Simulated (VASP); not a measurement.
Write the native input for VASP 6.6.1 that does the following.

```yaml
Task: single point
Functional: PBE
Potentials_or_basis: VASP PAW PBE potentials, release 64 (Zr_sv, Ta_pv, C)
Cutoff: 520 eV
k_mesh: 6 × 6 × 6
Occupations: gaussian, width 0.1 eV
Spin: no spin polarisation
Dipole_correction: no
Further_INCAR_settings: ALGO = Normal; EDIFF = 1e-06; NBANDS = 29
```

The structure of ZrTa2C2 lies in POSCAR:

```
ZrTa2C2
1.0
   -1.8462599112      1.8462599112      4.8596950060
    1.8462599112     -1.8462599112      4.8596950060
    1.8462599112      1.8462599112     -4.8596950060
Zr Ta C
1 2 2
Direct
    0.0000000000      0.0000000000      0.0000000000
    0.7500000000      0.2500000000      0.5000000000
    0.2500000000      0.7500000000      0.5000000000
    0.4217630032      0.4217630032      0.0000000000
    0.5782369968      0.5782369968      0.0000000000
```

The cell was generated, and may not be a known phase.

These files were run (other wordings do the same):

INCAR

```
ALGO = Normal
EDIFF = 1E-6
ENCUT = 520
GGA = PE
ISIF = 2
ISMEAR = 0
LASPH = T
LCHARG = F
LREAL = F
LWAVE = F
NBANDS = 29
NELM = 80
PREC = Accurate
SIGMA = 0.1
```

KPOINTS

```
k-points
0
Gamma
  6 6 6
```

Potentials or basis: VASP PAW PBE potentials, release 64 (Zr_sv, Ta_pv, C).

Launch:

```sh
$ cat potpaw_PBE.64/Zr_sv/POTCAR potpaw_PBE.64/Ta_pv/POTCAR potpaw_PBE.64/C/POTCAR > POTCAR
$ mpirun -np 1 vasp_std > vasp.out
```

Results of the run:

```yaml
Pressure: 0.2 GPa
Largest_force: 0.003 eV/Å
Band_gap_on_the_k_mesh: zero (bands 21 and 22 overlap by 0.61 eV)
```

Caveat: spin-orbit coupling is left out, which moves the levels of the heavy elements.

Wall time 50 s on 1 thread of AMD EPYC 9R45 (Zen 5), on a shared host, peak memory 0.25 GiB.
